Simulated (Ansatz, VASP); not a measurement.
# NiO in VASP and in Ansatz

File INCAR:

```
SYSTEM = NiO
PREC = Accurate
ENCUT = 600
EDIFF = 1E-6
ISMEAR = 0
SIGMA = 0.02
LREAL = .False.
LASPH = .True.
NELM = 200
ALGO = Normal
ISIF = 2
LWAVE = .False.
LCHARG = .True.
ISPIN = 2
MAGMOM = 1.91 0.21
LORBIT = 11
LMAXMIX = 4
LDAU = .True.
LDAUTYPE = 2
LDAUL = 2 -1
LDAUU = 6.2 0
LDAUJ = 0 0
LDAUPRINT = 1
GGA = PE
LELF = .True.
LVHAR = .True.
NBANDS = 23
GGA_COMPAT = .False.
```

KPOINTS

```
regular mesh
0
Gamma
  12 12 12
  0 0 0
```

POSCAR

```
NiO
1.0
    0.0000000000      2.1755862545      2.1755862545
    2.1755862545      0.0000000000      2.1755862545
    2.1755862545      2.1755862545      0.0000000000
Ni O
1 1
Direct
    0.0000000000      0.0000000000      0.0000000000
    0.5000000000      0.5000000000      0.5000000000
```

Input for Ansatz:

```yaml
crystal:
  lattice:
    - [0.0, 2.1755862545, 2.1755862545]
    - [2.1755862545, 0.0, 2.1755862545]
    - [2.1755862545, 2.1755862545, 0.0]
  atoms:
    - { symbol: Ni, position: [0.0, 0.0, 0.0], spin: 1.91 }
    - { symbol: O, position: [0.5, 0.5, 0.5], spin: 0.21 }
basis:
  ecutwfc: 420
kpoints:
  mp_grid: { grid: [12, 12, 12] }
hamiltonian:
  xc: pbe
  hubbard: { sites: [{ species: Ni, l: d, u_eff: 6.2 }] }
scf:
  occupations: { method: gaussian, width: 0.02 }
output:
  forces: true
  stress: true
  eigenvalues: true
  populations: true
magnetization:
  spin_polarized: true
```

Alike in both runs: task single point; functional PBE; k mesh 12 × 12 × 12; occupations gaussian, width 0.02 eV; collinear spin; Hubbard terms Ni d U = 6.2 eV.

```csv
,VASP,Ansatz
version,VASP 6.6.1,Ansatz 0.2.0
potentials or method,"VASP PAW PBE potentials, release 64 (Ni_sv_GW, O), cutoff 600 eV","scalar-relativistic, plane waves, PAW"
valence electrons in the cell,24,24
```

```csv
,VASP,Ansatz,Ansatz less VASP
gap on the k mesh at the Fermi level (eV),1.72,1.65,-0.068
least direct gap on the mesh (eV),2.67,2.58,-0.093
pressure (GPa),-12.6,-9.2,+3.41
net moment per atom (μB),1.00,1.00,0.000
size of the moment on the site where the two differ most (μB),1.80,1.75,-0.053
```

Site moments also hang on the region over which each program counts them. The programs project onto different local orbitals, so the same U acts differently, and such runs can settle in different states.
